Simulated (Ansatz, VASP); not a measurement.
# SiC in VASP and in Ansatz

```
CELL_PARAMETERS angstrom
2.87750 0.00000 0.00000
-1.43875 2.49199 0.00000
0.00000 0.00000 9.85910
ATOMIC_POSITIONS crystal
Si 0.66667 0.33333 0.93784
Si 0.33333 0.66667 0.43784
Si 0.00000 0.00000 0.68790
Si 0.00000 0.00000 0.18790
C 0.66667 0.33333 0.74981
C 0.33333 0.66667 0.24981
C 0.00000 0.00000 0.50045
C 0.00000 0.00000 0.00045
```

Alike in both runs: task single point; functional PBE; k mesh 12 × 12 × 4; occupations gaussian, width 0.05 eV; no spin polarisation.

|  | VASP | Ansatz |
| --- | --- | --- |
| version | VASP 6.6.1 | Ansatz 0.2.0 |
| potentials or method | VASP PAW PBE potentials, release 64 (Si, C), cutoff 520 eV | scalar-relativistic, plane waves, PAW |
| valence electrons in the cell | 32 | 32 |

|  | VASP | Ansatz | Ansatz less VASP |
| --- | --- | --- | --- |
| gap on the k mesh at the Fermi level (eV) | 1.96 | 1.96 | +0.005 |
| least direct gap on the mesh (eV) | 3.26 | 3.27 | +0.012 |
| rms of the force components (eV/Å) | 0.496 | 0.498 | +0.0023 |

Atom by atom the forces differ by 0.002 eV/Å (rms over components).
